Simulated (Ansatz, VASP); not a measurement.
## In3Sb: VASP beside Ansatz

Contents of INCAR:

```
PREC = Accurate ; ENCUT = 520
EDIFF = 1E-7 ; ISMEAR = -1
SIGMA = 0.05 ; LREAL = False
LASPH = True ; NELM = 60
ALGO = Normal ; ISIF = 2
LWAVE = False ; LCHARG = False
GGA = PS ; NBANDS = 30
```

KPOINTS

```
Automatic mesh
0
Gamma
  6 6 6
```

The input POSCAR:

```
In3Sb
1.0
    4.7715896350      0.0000000000      0.0000000000
    0.0000000000      4.7715896350      0.0000000000
    0.0000000000      0.0000000000      4.7715896350
Sb In
1 3
Direct
    0.0000000000      0.0000000000      0.0000000000
    0.0000000000      0.5000000000      0.5000000000
    0.5000000000      0.0000000000      0.5000000000
    0.5000000000      0.5000000000      0.0000000000
```

input.yaml

```yaml
crystal:
  lattice:
    - [4.771589635, 0.0, 0.0]
    - [0.0, 4.771589635, 0.0]
    - [0.0, 0.0, 4.771589635]
  atoms:
    - { symbol: Sb, position: [0.0, 0.0, 0.0] }
    - { symbol: In, position: [0.0, 0.5, 0.5] }
    - { symbol: In, position: [0.5, 0.0, 0.5] }
    - { symbol: In, position: [0.5, 0.5, 0.0] }
kpoints:
  mp_grid: { grid: [6, 6, 6] }
scf:
  occupations: { method: fermi_dirac, width: 0.05 }
hamiltonian:
  xc: pbesol
  pseudopotentials: { kind: all_electron, lapw: { basis_error: 0.001 } }
output:
  forces: true
  stress: true
  eigenvalues: true
```

Change from the starting cell: volume scaled by 0.96.

Alike in both runs: task single point; functional PBEsol; k mesh 6 × 6 × 6; occupations fermi-dirac, width 0.05 eV; no spin polarisation.

```csv
,VASP,Ansatz
version,VASP 6.6.1,Ansatz 0.2.0
potentials or method,"VASP PAW PBE potentials, release 64 (Sb, In_d), cutoff 520 eV","all-electron LAPW, scalar-relativistic"
```

|  | VASP | Ansatz | Ansatz less VASP |
| --- | --- | --- | --- |
| gap on the k mesh at the Fermi level (eV) | none | none | - |
| pressure (GPa) | -1.1 | -1.1 | +0.03 |

VASP's potentials were made for PBE, not for PBEsol. A gap of «none» marks a metal or a gap that the smearing closes. Ansatz ran all-electron here, and VASP with PAW potentials.

Spin-orbit coupling is off throughout.
